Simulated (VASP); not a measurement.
Crystal: PtS2.

```
Pt S
1.0
     3.55264    0.00000    0.00000
    -1.77632    3.07668    0.00000
     0.00000    0.00000    5.12271
Pt S
1 2
Direct
  0.00000 0.00000 0.00000
  0.33333 0.66667 0.23926
  0.66667 0.33333 0.76074
```

Program: VASP 6.6.1. Alike in all runs: task single point; potentials or basis VASP PAW PBE potentials, release 64 (Pt, S); no spin polarisation; cell as given; cutoff (eV) 520; smearing gaussian 0.01 eV. Hardware: 1 thread of Intel(R) Xeon(R) Platinum 8375C CPU @ 2.90GHz (Ice Lake), with other jobs on the host.

Order these runs on this cell by their wall time, lowest first.
A. level PBE+D3(BJ); k mesh 6 × 6 × 4
B. level r2SCAN; k mesh 6 × 6 × 4
C. level HSE06; k mesh 6 × 6 × 2; grid for exact exchange (PRECFOCK) Normal; screening parameter 0.2079 1/Å

A (19 s), B (89 s), C (900 s).

Caveats: some runs use coarse meshes.
